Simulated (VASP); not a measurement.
# Ni (Fm-3m) in VASP: further runs

The runs below take Ni through single point, with PBE+D4+U.

Everything below comes from runs of VASP 6.6.1. Logs are shortened: lines on timing, memory, paths and dates and some standing lists are left out, and cuts for length are marked.

### Step 1. The cell of the first run

Symmetry: Fm-3m, No. 225, cubic system. Conventional cell: a = 3.330 Å, b = 3.330 Å, c = 3.330 Å, α = 90.00°, β = 90.00°, γ = 90.00°. Within 3.1 Å of Ni (site symmetry m-3m) lie 12 Ni at 2.35 Å.

### Step 2. Single point, PBE+D4+U, collinear spin, ferromagnetic start

The input, INCAR:

```
SYSTEM = Ni
ALGO = Normal
EDIFF = 1E-6
ENCUT = 590
GGA = PE
GGA_COMPAT = .False.
ISIF = 2
ISMEAR = -5
ISPIN = 2
IVDW = 13
LASPH = .True.
LCHARG = .True.
LDAU = .True.
LDAUJ = 0
LDAUL = 2
LDAUPRINT = 1
LDAUTYPE = 2
LDAUU = 3.5
LELF = .True.
LMAXMIX = 4
LORBIT = 11
LREAL = .False.
LVHAR = .True.
LWAVE = .False.
MAGMOM = 1
NBANDS = 19
NELM = 200
PREC = Accurate
SIGMA = 0.05
```

The input, KPOINTS:

```
k-points
0
Gamma
  13 13 13
  0 0 0
```

The input, POSCAR:

```
Ni
1.0
    0.0000000000      1.6650882909      1.6650882909
    1.6650882909      0.0000000000      1.6650882909
    1.6650882909      1.6650882909      0.0000000000
Ni
1
Direct
    0.0000000000      0.0000000000      0.0000000000
```

Potentials or basis: VASP PAW PBE potentials, release 64 (Ni_sv_GW).

Command:

```console
$ cat potpaw_PBE.64/Ni_sv_GW/POTCAR > POTCAR
$ mpirun -np 1 vasp_std > vasp.out
```

OUTCAR:

```text
SYSTEM = Ni
   EDIFF = 1E-6
   ENCUT = 590
   GGA = PE
   ISIF = 2
   ISMEAR = -5
   ISPIN = 2
   IVDW = 13
   LASPH = .True.
   LORBIT = 11
   LREAL = .False.
   NELM = 200
   PREC = Accurate

 ion  position               nearest neighbor table
   1  0.000  0.000  0.000-

  LATTYP: Found a face centered cubic cell.
 ALAT       =     3.3301765818

  Lattice vectors:

 A1 = (   0.0000000000,   1.6650882909,   1.6650882909)
 A2 = (   1.6650882909,   0.0000000000,   1.6650882909)
 A3 = (   1.6650882909,   1.6650882909,   0.0000000000)

Analysis of symmetry for initial positions (statically):
=====================================================================
 Subroutine PRICEL returns:
 Original cell was already a primitive cell.

 Routine SETGRP: Setting up the symmetry group for a
 face centered cubic supercell.

 Subroutine GETGRP returns: Found 48 space group operations
 (whereof 48 operations were pure point group operations)
 out of a pool of 48 trial point group operations.

The static configuration has the point symmetry O_h .

Analysis of symmetry for dynamics (positions and initial velocities):
=====================================================================
 Subroutine PRICEL returns:
 Original cell was already a primitive cell.

 Routine SETGRP: Setting up the symmetry group for a
 face centered cubic supercell.

 Subroutine GETGRP returns: Found 48 space group operations
 (whereof 48 operations were pure point group operations)
 out of a pool of 48 trial point group operations.

The dynamic configuration has the point symmetry O_h .

Analysis of structural, dynamic, and magnetic symmetry:
=====================================================================
 Subroutine PRICEL returns:
 Original cell was already a primitive cell.

 Routine SETGRP: Setting up the symmetry group for a
 face centered cubic supercell.

 Subroutine GETGRP returns: Found 48 space group operations
 (whereof 48 operations were pure point group operations)
 out of a pool of 48 trial point group operations.

The overall configuration has the point symmetry O_h .

 Subroutine INISYM returns: Found 48 space group operations
 (whereof 48 operations are pure point group operations),
 and found     1 'primitive' translations

----------------------------------------------------------------------------------------

                                     Primitive cell

  volume of cell :       9.2330

  direct lattice vectors                    reciprocal lattice vectors
     0.000000000  1.665088291  1.665088291    -0.300284377  0.300284377  0.300284377
     1.665088291  0.000000000  1.665088291     0.300284377 -0.300284377  0.300284377
     1.665088291  1.665088291  0.000000000     0.300284377  0.300284377 -0.300284377

  length of vectors
     2.354790444  2.354790444  2.354790444     0.520107798  0.520107798  0.520107798

  position of ions in fractional coordinates (direct lattice)
     0.000000000  0.000000000  0.000000000

  ion indices of the primitive-cell ions
   primitive index   ion index
                 1           1

----------------------------------------------------------------------------------------

 KPOINTS: k-points

Automatic generation of k-mesh.
 Grid dimensions read from file:
 generate k-points for:   13   13   13

 Generating k-lattice:

  Cartesian coordinates                     Fractional coordinates (reciprocal lattice)
    -0.023098798  0.023098798  0.023098798     0.076923077  0.000000000  0.000000000
     0.023098798 -0.023098798  0.023098798     0.000000000  0.076923077  0.000000000
     0.023098798  0.023098798 -0.023098798     0.000000000  0.000000000  0.076923077

  Length of vectors
     0.040008292  0.040008292  0.040008292

  Shift w.r.t. Gamma in fractional coordinates (k-lattice)
     0.000000000  0.000000000  0.000000000

 TETIRR: Found    322 inequivalent tetrahedra from    13182

 Subroutine IBZKPT returns following result:
 ===========================================

 Found     84 irreducible k-points:

 Following reciprocal coordinates:
            Coordinates               Weight
  0.000000  0.000000  0.000000      1.000000
  0.076923  0.000000  0.000000      8.000000
  0.153846  0.000000  0.000000      8.000000
  0.230769  0.000000  0.000000      8.000000
  0.307692  0.000000  0.000000      8.000000
  0.384615  0.000000  0.000000      8.000000
[... 16 lines left out ...]
  0.384615  0.153846  0.000000     24.000000
  0.461538  0.153846  0.000000     24.000000
 [... further k-points ...]
   k-points           NKPTS =     84   k-points in BZ     NKDIM =     84   number of bands    NBANDS=     19
   number of dos      NEDOS =    301   number of ions     NIONS =      1
   total plane-waves  NPLWV =   8000
   dimension x,y,z NGX =    20 NGY =   20 NGZ =   20
   dimension x,y,z NGXF=    40 NGYF=   40 NGZF=   40
   ions per type =               1
   NGX,Y,Z   is equivalent  to a cutoff of  14.12, 14.12, 14.12 a.u.
   NGXF,Y,Z  is equivalent  to a cutoff of  28.24, 28.24, 28.24 a.u.
 SYSTEM =  Ni
   PREC   = accura    normal or accurate (medium, high low for compatibility)
   ISTART =      0    job   : 0-new  1-cont  2-samecut
   ICHARG =      2    charge: 1-file 2-atom 10-const
   ISPIN  =      2    spin polarized calculation?
   LNONCOLLINEAR =      F non collinear calculations
   LSORBIT =      F    spin-orbit coupling
   LASPH  =      T    aspherical Exc in radial PAW
   ENCUT  =  590.0 eV  43.36 Ry    6.59 a.u.   4.66  4.66  4.66*2*pi/ulx,y,z
   NELM   =    200;   NELMIN=  2; NELMDL= -5     # of ELM steps
   EDIFF  = 0.1E-05   stopping-criterion for ELM
   LREAL  =      F    real-space projection
   EDIFFG = 0.1E-04   stopping-criterion for IOM
   NSW    =      0    number of steps for IOM
   IBRION =     -1    ionic relax: 0-MD 1-quasi-New 2-CG
   NFREE  =      0    steps in history (QN), initial steepest desc. (CG)
   ISIF   =      2    stress and relaxation
   ISYM   =      2    0-nonsym 1-usesym 2-fastsym
   POTIM  = 0.5000    time-step for ionic-motion
   TEBEG  =    0.0;   TEEND  =   0.0 temperature during run
   PSTRESS=    0.0 pullay stress
   NELECT =      18.0000    total number of electrons
   NUPDOWN=      -1.0000    fix difference up-down
   EMIN   =  10.00;   EMAX   =-10.00  energy-range for DOS
   EFERMI =   0.00;   METHOD = LEGACY
[... 10 lines left out ...]
 LDA+U is selected, type is set to LDAUTYPE =  2
   angular momentum for each species LDAUL =     2
   U (eV)           for each species LDAUU =   3.5
   J (eV)           for each species LDAUJ =   0.0
   GGA     = PE    functional components
   LHFCALC =     F    Hartree Fock is set to
   AEXX    =    0.0000 exact exchange contribution
   IVDW    =    13    specifies the selected vdW correction
   LEPSILON=     F    determine dielectric tensor
   LRPA    =     F    only Hartree local field effects (RPA)
 spin polarized calculation
 Fermi weights with tetrahedron method with Bloechl corrections
  energy-cutoff  :      590.00
  volume of cell :        9.23
 maximum number of plane-waves:       310
   NGX =  9   NGY =  9   NGZ =  9

atom =   1  type =  1  l = 2

 onsite density matrix

spin component  1

  0.8706  0.0000  0.0000 -0.0000  0.0000
  0.0000  0.8706 -0.0000 -0.0000 -0.0000
  0.0000 -0.0000  0.8810 -0.0000  0.0000
 -0.0000 -0.0000 -0.0000  0.8706  0.0000
  0.0000 -0.0000  0.0000  0.0000  0.8810

spin component  2

  0.6337  0.0000 -0.0000  0.0000 -0.0000
  0.0000  0.6337  0.0000  0.0000  0.0000
 -0.0000  0.0000  0.8333  0.0000  0.0000
  0.0000  0.0000  0.0000  0.6337 -0.0000
 -0.0000  0.0000  0.0000 -0.0000  0.8333

 occupancies and eigenvectors

  o =  0.6337  v =  0.0000  0.0000  0.0000  0.0000  0.0000  0.0000  0.2530  0.0000 -0.9675  0.0000      0.0000  0.0000  0.0000  0.0000  0.0000  0.0000  0.0000  0.0000  0.0000  0.0000
  o =  0.6337  v =  0.0000  0.0000  0.0000  0.0000  0.0000  1.0000  0.0000  0.0000  0.0000  0.0000      0.0000  0.0000  0.0000  0.0000  0.0000  0.0000  0.0000  0.0000  0.0000  0.0000
  o =  0.6337  v =  0.0000  0.0000  0.0000  0.0000  0.0000  0.0000 -0.9675 -0.0000 -0.2530 -0.0000      0.0000  0.0000  0.0000  0.0000  0.0000  0.0000  0.0000  0.0000  0.0000  0.0000
  o =  0.8333  v =  0.0000  0.0000  0.0000  0.0000  0.0000  0.0000 -0.0000 -0.2238  0.0000  0.9746      0.0000  0.0000  0.0000  0.0000  0.0000  0.0000  0.0000  0.0000  0.0000  0.0000
  o =  0.8333  v =  0.0000  0.0000  0.0000  0.0000  0.0000  0.0000  0.0000 -0.9746 -0.0000 -0.2238      0.0000  0.0000  0.0000  0.0000  0.0000  0.0000  0.0000  0.0000  0.0000  0.0000
  o =  0.8706  v =  0.0000  0.6094 -0.0000 -0.7929  0.0000  0.0000  0.0000  0.0000  0.0000  0.0000      0.0000  0.0000  0.0000  0.0000  0.0000  0.0000  0.0000  0.0000  0.0000  0.0000
  o =  0.8706  v =  0.0000 -0.7929  0.0000 -0.6094 -0.0000  0.0000  0.0000  0.0000  0.0000  0.0000      0.0000  0.0000  0.0000  0.0000  0.0000  0.0000  0.0000  0.0000  0.0000  0.0000
  o =  0.8706  v =  1.0000  0.0000  0.0000  0.0000  0.0000  0.0000  0.0000  0.0000  0.0000  0.0000      0.0000  0.0000  0.0000  0.0000  0.0000  0.0000  0.0000  0.0000  0.0000  0.0000
  o =  0.8810  v =  0.0000  0.0000 -0.2089 -0.0000 -0.9779  0.0000  0.0000  0.0000  0.0000  0.0000      0.0000  0.0000  0.0000  0.0000  0.0000  0.0000  0.0000  0.0000  0.0000  0.0000
  o =  0.8810  v =  0.0000 -0.0000 -0.9779  0.0000  0.2089  0.0000  0.0000  0.0000  0.0000  0.0000      0.0000  0.0000  0.0000  0.0000  0.0000  0.0000  0.0000  0.0000  0.0000  0.0000

 number of electron      17.9999991 magnetization       0.7054284

 Free energy of the ion-electron system (eV)
  ---------------------------------------------------
  ext. energy  EPLUGINS =         0.00000000
  ---------------------------------------------------
  free energy    TOTEN  =        -3.45048391 eV

  energy without entropy =       -3.45048391  energy(sigma->0) =       -3.45048391

 E-fermi :   9.9678     XC(G=0): -14.9196

 val. band max:       10.0849324104   @ k =  -0.4615   0.4615   0.0000
 cond. band min:       9.8494381222   @ k =   0.3846   0.0000   0.0000
 fundamental gap:     -0.2354942882
 Fermi energy:         9.9678347399

 spin component 1

 k-point     1 :       0.0000    0.0000    0.0000
  band No.  band energies     occupation
      1     -93.4920      1.00000
      2     -53.6734      1.00000
      3     -53.6734      1.00000
      4     -53.6734      1.00000
      5      -0.1623      1.00000
      6       6.2114      1.00000
[... 11 lines left out ...]
     18      46.4355      0.00000
     19      55.2017      0.00000
[... 485 lines left out ...]
 k-point    24 :       0.4615    0.1538    0.0000
  band No.  band energies     occupation
      1     -93.4183      1.00000
      2     -54.0227      1.00000
      3     -53.7718      1.00000
      4     -53.7496      1.00000
      5       4.0256      1.00000
      6       5.8637      1.00000
[... 11 lines left out ...]
     18      53.2116      0.00000
     19      62.7840      0.00000

 [... further k-points ...]

 spin component 2

 k-point     1 :       0.0000    0.0000    0.0000
  band No.  band energies     occupation
      1     -92.4911      1.00000
      2     -52.6940      1.00000
      3     -52.6940      1.00000
      4     -52.6940      1.00000
      5      -0.2767      1.00000
      6       7.9482      1.00000
[... 11 lines left out ...]
     18      46.2420      0.00000
     19      55.4771      0.00000
[... 485 lines left out ...]
 k-point    24 :       0.4615    0.1538    0.0000
  band No.  band energies     occupation
      1     -92.4146      1.00000
      2     -53.0584      1.00000
      3     -52.7962      1.00000
      4     -52.7730      1.00000
      5       4.9233      1.00000
      6       6.5593      1.00000
[... 11 lines left out ...]
     18      53.4609      0.00000
     19      62.9235      0.00000

 [... further k-points ...]

------------------------ aborting loop because EDIFF is reached ----------------------------------------

  DFT-D4 for vdW energy calculation

  Edisp (eV):   -0.52868

  FORCE on cell =-STRESS in cart. coord.  units (eV):
  Direction    XX          YY          ZZ          XY          YZ          ZX
  --------------------------------------------------------------------------------------
  -------------------------------------------------------------------------------------
  Total       1.95959     1.95959     1.95959     0.00000     0.00000     0.00000
  in kB     340.04347   340.04347   340.04347     0.00000     0.00000     0.00000
  external pressure =      340.04 kB  Pullay stress =        0.00 kB

 VOLUME and BASIS-vectors are now :
 -----------------------------------------------------------------------------
  energy-cutoff  :      590.00
  volume of cell :        9.23
      direct lattice vectors                 reciprocal lattice vectors
     0.000000000  1.665088291  1.665088291    -0.300284377  0.300284377  0.300284377
     1.665088291  0.000000000  1.665088291     0.300284377 -0.300284377  0.300284377
     1.665088291  1.665088291  0.000000000     0.300284377  0.300284377 -0.300284377

 POSITION                                       TOTAL-FORCE (eV/Angst)
 -----------------------------------------------------------------------------------
      0.00000      0.00000      0.00000         0.000000     -0.000000      0.000000
 -----------------------------------------------------------------------------------
    total drift:                               -0.000000     -0.000000     -0.000000

  FREE ENERGIE OF THE ION-ELECTRON SYSTEM (eV)
  ---------------------------------------------------
  free  energy   TOTEN  =        -3.9791649703 eV

  energy  without entropy=       -3.9791649703  energy(sigma->0) =       -3.97916497

 total charge

# of ion       s       p       d       f       tot
--------------------------------------------------
    1        2.272   6.385   7.908   0.009  16.574

 magnetization (x)

# of ion       s       p       d       f       tot
--------------------------------------------------
    1       -0.005  -0.034   0.806  -0.000   0.767
```

Run time: 49 s. Hardware: 1 thread of AMD EPYC 9R45 (Zen 5), shared host; peak memory 0.13 GiB.

Results:

```yaml
Free_energy: -3.9792 eV
Pressure: 34.0 GPa
Net_moment: 0.71 μB per cell
Site_moments: Ni +0.77 μB
Valence_electrons_inside_the_program's_atomic_spheres: Ni 16.57
Dispersion_energy_per_atom: -0.529 eV
```

Eigenvalues of the final occupation matrices:
```csv
site,spin,trace,eigenvalues
site 1 d,1,4.37,0.87 0.87 0.87 0.88 0.88
site 1 d,2,3.57,0.63 0.63 0.63 0.83 0.83
```

Caveat: pairwise dispersion overbinds metals, which lowers pressure and volume; the U is typed as a test and isn't derived for this compound; tetrahedron occupations give inexact forces and stress in metals. The state reached can hang on the start; a lower one may exist.

### Step 3. Single point, PBE+D4+U, collinear spin, ferromagnetic start

This run uses another cell than the first one, of 9.42 Å³/atom, 1.020 times its volume.

The input, INCAR:

```
SYSTEM = Ni
  PREC = Accurate
  ENCUT = 590
  EDIFF = 1E-6
  ISMEAR = -5
  SIGMA = 0.05
  LREAL = .False.
  LASPH = .True.
  NELM = 200
  ALGO = Normal
  ISIF = 2
  LWAVE = .False.
  LCHARG = .False.
  ISPIN = 2
  MAGMOM = 1
  LORBIT = 11
  LMAXMIX = 4
  LDAU = .True.
  LDAUTYPE = 2
  LDAUL = 2
  LDAUU = 3.5
  LDAUJ = 0
  LDAUPRINT = 1
  GGA = PE
  IVDW = 13
  NBANDS = 19
  GGA_COMPAT = .False.
```

The input, KPOINTS:

```
Automatic mesh
0
Gamma
  13 13 13
  0 0 0
```

The input, POSCAR:

```
Ni
1.0
    0.0000000000      1.6761156870      1.6761156870
    1.6761156870      0.0000000000      1.6761156870
    1.6761156870      1.6761156870      0.0000000000
Ni
1
Direct
    0.0000000000      0.0000000000      0.0000000000
```

Potentials or basis: VASP PAW PBE potentials, release 64 (Ni_sv_GW).

Command:

```console
$ cat potpaw_PBE.64/Ni_sv_GW/POTCAR > POTCAR
$ mpirun -np 1 vasp_std > vasp.out
```

It used 94 s of CPU time on 1 thread of AMD EPYC 7R13 Processor (Zen 3), on a shared host.

Results (log left out):

```
Free energy                                           : -4.0202 eV
Pressure                                              : 27.0 GPa
Net moment                                            : 0.72 μB per cell
Site moments                                          : Ni +0.78 μB
Valence electrons inside the program's atomic spheres : Ni 16.55
Dispersion energy per atom                            : -0.519 eV
```

Levels at points of the mesh, in eV from the Fermi level:
Spin up:
| k point | band 5 | band 6 | band 7 | band 8 | band 9 | band 10 | band 11 | band 12 | band 13 | band 14 |
| --- | --- | --- | --- | --- | --- | --- | --- | --- | --- | --- |
| (0.00, 0.00, 0.00) | -10.00 | -3.72 | -3.72 | -3.72 | -2.19 | -2.19 | 24.81 | 29.90 | 29.90 | 29.90 |
Spin down:
| k point | band 6 | band 7 | band 8 | band 9 | band 10 | band 11 | band 12 | band 13 |
| --- | --- | --- | --- | --- | --- | --- | --- | --- |
| (0.00, 0.00, 0.00) | -1.95 | -1.95 | -1.95 | -1.43 | -1.43 | 24.48 | 29.79 | 29.79 |

Eigenvalues of the final occupation matrices:
```csv
site,spin,trace,eigenvalues
site 1 d,1,4.38,0.87 0.87 0.87 0.88 0.88
site 1 d,2,3.56,0.63 0.63 0.63 0.83 0.83
```

Caveat: pairwise dispersion overbinds metals, which lowers pressure and volume; the U is typed as a test and isn't derived for this compound; tetrahedron occupations give inexact forces and stress in metals. The state reached can hang on the start; a lower one may exist.

### Step 4. Single point, PBE+D4+U, collinear spin, ferromagnetic start

This run uses another cell than the first one, of 9.60 Å³/atom, 1.040 times its volume.

The input, INCAR:

```
SYSTEM = Ni
PREC = Accurate
ENCUT = 590
EDIFF = 1E-6
ISMEAR = -5
SIGMA = 0.05
LREAL = .False.
LASPH = .True.
NELM = 200
ALGO = Normal
ISIF = 2
LWAVE = .False.
LCHARG = .False.
ISPIN = 2
MAGMOM = 1
LORBIT = 11
LMAXMIX = 4
LDAU = .True.
LDAUTYPE = 2
LDAUL = 2
LDAUU = 3.5
LDAUJ = 0
LDAUPRINT = 1
GGA = PE
IVDW = 13
NBANDS = 19
GGA_COMPAT = .False.
```

KPOINTS is that of step 3.

The input, POSCAR:

```
Ni
1.0
    0.0000000000      1.6869998601      1.6869998601
    1.6869998601      0.0000000000      1.6869998601
    1.6869998601      1.6869998601      0.0000000000
Ni
1
Direct
    0.0000000000      0.0000000000      0.0000000000
```

Command:

```console
$ cat potpaw_PBE.64/Ni_sv_GW/POTCAR > POTCAR
$ mpirun -np 1 vasp_std > vasp.out
```

It took 68 s on 1 thread of Intel Xeon Platinum 8375C at 2.90GHz (Ice Lake), shared host; peak memory 0.16 GiB.

The run converged. Its results:

| Item | Value |
| --- | --- |
| Free energy | -4.0538 eV |
| Pressure | 20.8 GPa |
| Net moment | 0.73 μB per cell |
| Site moments | Ni +0.80 μB |
| Valence electrons inside the program's atomic spheres | Ni 16.52 |
| Dispersion energy per atom | -0.510 eV |

Levels at points of the mesh, in eV from the Fermi level:
Spin up:
```tsv
k point	band 6	band 7	band 8	band 9	band 10	band 11	band 12	band 13
(0.00, 0.00, 0.00)	-3.69	-3.69	-3.69	-2.19	-2.19	24.64	29.57	29.57
```
Spin down:
| k point | band 6 | band 7 | band 8 | band 9 | band 10 | band 11 | band 12 | band 13 |
| --- | --- | --- | --- | --- | --- | --- | --- | --- |
| (0.00, 0.00, 0.00) | -1.88 | -1.88 | -1.88 | -1.42 | -1.42 | 24.30 | 29.46 | 29.46 |

Eigenvalues of the final occupation matrices:
```csv
site,spin,trace,eigenvalues
site 1 d,1,4.38,0.87 0.87 0.87 0.88 0.88
site 1 d,2,3.55,0.63 0.63 0.63 0.83 0.83
```

Caveat: pairwise dispersion overbinds metals, which lowers pressure and volume; the U is typed as a test and isn't derived for this compound; tetrahedron occupations give inexact forces and stress in metals. The state reached can hang on the start; a lower one may exist.

### Step 5. The runs side by side

```tsv
cell	gap on the mesh (eV)	pressure (GPa)	moment (μB)
a = 2.355 Å, angles 60.0°, 1 atom	none	34.0	0.71
a = 2.370 Å, angles 60.0°, 1 atom	none	27.0	0.72
a = 2.386 Å, angles 60.0°, 1 atom	none	20.8	0.73
```

Alike in all rows: task single point; level PBE+D4+U; potentials or basis VASP PAW PBE potentials, release 64 (Ni_sv_GW); spin collinear, ferromagnetic start; Ni d U = 3.5 eV; k mesh 13 × 13 × 13; cutoff (eV) 590; smearing tetrahedron.

Caveats: pairwise dispersion overbinds metals, which lowers pressure and volume; the U is typed as a test and isn't derived for this compound; tetrahedron occupations give inexact forces and stress in metals.

Total energies depend on the potentials used, so only differences within one code and one set of settings carry meaning.
